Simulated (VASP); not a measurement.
Runs of VASP 6.6.1 on BaF2. Symmetry: Fm-3m, No. 225, cubic system. The conventional cell has a = 6.200 Å, b = 6.200 Å, c = 6.200 Å, α = 90.00°, β = 90.00°, γ = 90.00°. Ba (site symmetry m-3m) has 8 F at 2.68 Å within 3.5 Å. Within 3.5 Å of F (site symmetry -43m) lie 4 Ba at 2.68 Å and 6 F at 3.10 Å. 

```csv
level,k mesh,cutoff (eV),grid for exact exchange (PRECFOCK),share of exact exchange,gap on the mesh (eV),pressure (GPa)
PBE,6 × 6 × 6,600,-,-,6.78,2.3
r2SCAN0,4 × 4 × 4,580,Normal,0.25,9.78,0.1
PBE,4 × 4 × 4,600,-,-,6.76,2.3
PBE0,4 × 4 × 4,520,Normal,0.25,9.46,(a)
PBE-based global hybrid with 10 % exact exchange,4 × 4 × 4,520,Normal,0.1,7.83,(b)
```

Alike in all rows: task single point; potentials or basis VASP PAW PBE potentials, release 64 (Ba_sv, F); no spin polarisation; cell as given; smearing gaussian 0.05 eV.

Task: Estimate the missing entries.

Result: (a) 1.1; (b) 1.8.

Caveats: some runs use coarse meshes; spin-orbit coupling is left out, which moves the levels of the heavy elements; the PAW data sets were made with another functional, which shifts forces and pressure a little (at least some runs).

A k mesh can miss the band edges, and the runs leave out spin-orbit coupling on Ba.
